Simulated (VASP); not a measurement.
CuO: single point with PBE+U

Crystal: CuO.

```
CELL_PARAMETERS angstrom
3.17550 0.00000 0.00000
0.00000 3.17550 0.00000
0.00000 0.00000 4.64953
ATOMIC_POSITIONS crystal
Cu 0.00000 0.00000 0.00000
Cu 0.50000 0.50000 0.00000
O 0.50000 0.00000 0.26700
O 0.00000 0.50000 0.73300
```

* Program: VASP 6.6.1
* Task: single point
* Functional: PBE
* Potentials or basis: VASP PAW PBE potentials, release 64 (Cu, O)
* Cutoff: 520 eV
* k mesh: 8 × 8 × 6
* Occupations: fermi-dirac, width 0.05 eV
* Spin: no spin polarisation
* Hubbard terms: Cu d U = 8.0 eV

* Pressure: 8.3 GPa
* Largest force: 1.270 eV/Å
* Band gap on the k mesh: zero (band 17 reaches 2.65 eV, above the bottom of band 18 at 1.04 eV)

Forces on the atoms (eV/Å):
```
Cu   0.000  0.000  0.000
Cu   0.000  0.000  0.000
O    0.000  0.000 -1.270
O    0.000  0.000  1.270
```

Stress tensor (GPa, compression positive):
```
 18.50   0.00   0.00
  0.00  18.50   0.00
  0.00   0.00 -12.15
```

Levels at points of the mesh, in eV from the Fermi level:
| k point | band 13 | band 14 | band 15 | band 16 | band 17 | band 18 | band 19 | band 20 | band 21 | band 22 |
| --- | --- | --- | --- | --- | --- | --- | --- | --- | --- | --- |
| (0.00, 0.00, 0.00) | -1.60 | -1.18 | -1.18 | 0.03 | 0.57 | 0.57 | 2.22 | 7.31 | 12.43 | 12.43 |
| (0.50, 0.00, 0.00) | -2.94 | -2.94 | -0.41 | -0.41 | 0.04 | 0.04 | 6.32 | 6.32 | 11.63 | 11.63 |
| (0.50, 0.50, 0.00) | -1.83 | -1.83 | -1.63 | -1.63 | -1.04 | -1.04 | 6.55 | 6.55 | 10.23 | 10.23 |
| (0.00, 0.00, 0.50) | -1.60 | -0.98 | -0.98 | -0.60 | 0.35 | 0.35 | 3.79 | 6.56 | 12.39 | 12.39 |
| (0.50, 0.00, 0.50) | -3.18 | -3.18 | 0.07 | 0.07 | 0.08 | 0.08 | 6.24 | 6.24 | 10.57 | 10.57 |
| (0.50, 0.50, 0.50) | -2.18 | -2.18 | -2.11 | -2.11 | -0.83 | -0.83 | 7.48 | 7.48 | 10.22 | 10.22 |

Eigenvalues of the final occupation matrices:
```csv
site,spin,trace,eigenvalues
site 1 d,1,4.75,0.92 0.92 0.97 0.97 0.97
site 1 d,2,4.75,0.92 0.92 0.97 0.97 0.97
site 2 d,1,4.75,0.92 0.92 0.97 0.97 0.97
site 2 d,2,4.75,0.92 0.92 0.97 0.97 0.97
```

It took 34 s on 1 thread of Intel(R) Xeon(R) Platinum 8488C (Sapphire Rapids), on a shared host, peak memory 0.19 GiB.

Caveat: U without spin polarisation on a metal has little footing; forces of over 1 eV/Å act on the atoms, so gaps and moduli don't describe the material at rest.
